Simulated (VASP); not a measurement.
# Mn: relaxation of cell and atoms with LDA

The system is Mn.

```
CELL_PARAMETERS angstrom
0.00000 2.51257 2.51257
2.51257 0.00000 2.51257
2.51257 2.51257 0.00000
ATOMIC_POSITIONS crystal
Mn 0.12500 0.12500 0.12500
Mn 0.87500 0.87500 0.87500
```

This isn't the form of Mn at room conditions, which is a 58-atom cubic cell.

```json
{
  "Program": "VASP 6.6.1",
  "Task": "relaxation of cell and atoms",
  "Functional": "LDA",
  "Potentials or basis": "VASP PAW LDA potentials, release 64 (Mn_pv)",
  "Cutoff": "600 eV",
  "k mesh": "11 × 11 × 11",
  "Occupations": "fermi-dirac, width 0.05 eV",
  "Spin": "collinear spin, ferromagnetic start",
  "Starting moments": "[3.0, 3.0] μB",
  "Dipole correction": "no",
  "Further INCAR settings": "ALGO = Normal; EDIFF = 1e-07; IBRION = 2; EDIFFG = -0.01; NSW = 80; ISIF = 3"
}
```

```json
{"Relaxed volume": "14.17 Å³/atom", "Relaxed cell": "a = 3.422 Å, b = 3.422 Å, c = 3.422 Å, α = 60.00°, β = 60.00°, γ = 60.00°", "Space group after relaxing (to 0.1 Å)": "Fd-3m (No. 227)", "Energy gained by relaxing": "91.8 meV/atom", "Ionic steps": "4", "Pressure after relaxing": "0.0 GPa", "Band gap on the k mesh": "zero (filled and empty bands overlap)", "Net moment": "0.00 μB per cell", "Valence electrons inside the program's atomic spheres": "Mn 12.18"}
```

The path:
```tsv
step	energy change (eV)	largest force (eV/Å)	pressure (GPa)	volume (Å³)
1	0.0000	0.0000	-15.66	31.72
2	0.0659	0.0000	27.88	25.12
3	-0.1835	0.0000	-0.51	28.40
4	-0.1837	0.0000	-0.05	28.34
```

Final structure:
```xyz
2
Lattice="0.0000 2.4197 2.4197 2.4197 0.0000 2.4197 2.4197 2.4197 0.0000" Properties=species:S:1:pos:R:3 pbc="T T T"
Mn    0.6049    0.6049    0.6049
Mn    4.2346    4.2346    4.2346
```

Levels at points of the mesh, in eV from the Fermi level:
Spin up:
```csv
k point,band 10,band 11,band 12,band 13,band 14,band 15,band 16,band 17
"(0.00, 0.00, 0.00)",-1.81,-1.81,-1.81,0.45,0.45,0.45,2.45,2.45
```
Spin down:
```csv
k point,band 11,band 12,band 13,band 14,band 15,band 16
"(0.00, 0.00, 0.00)",-1.81,-1.81,0.45,0.45,0.45,2.45
```

Run time: 82 s on 1 thread of Intel(R) Xeon(R) 6975P-C (Granite Rapids), on a shared host, peak memory 0.19 GiB.

Caveat: atoms lie so close that the PAW spheres overlap strongly, which falsifies energies and pressures; the moments typed at the start vanished in this run.
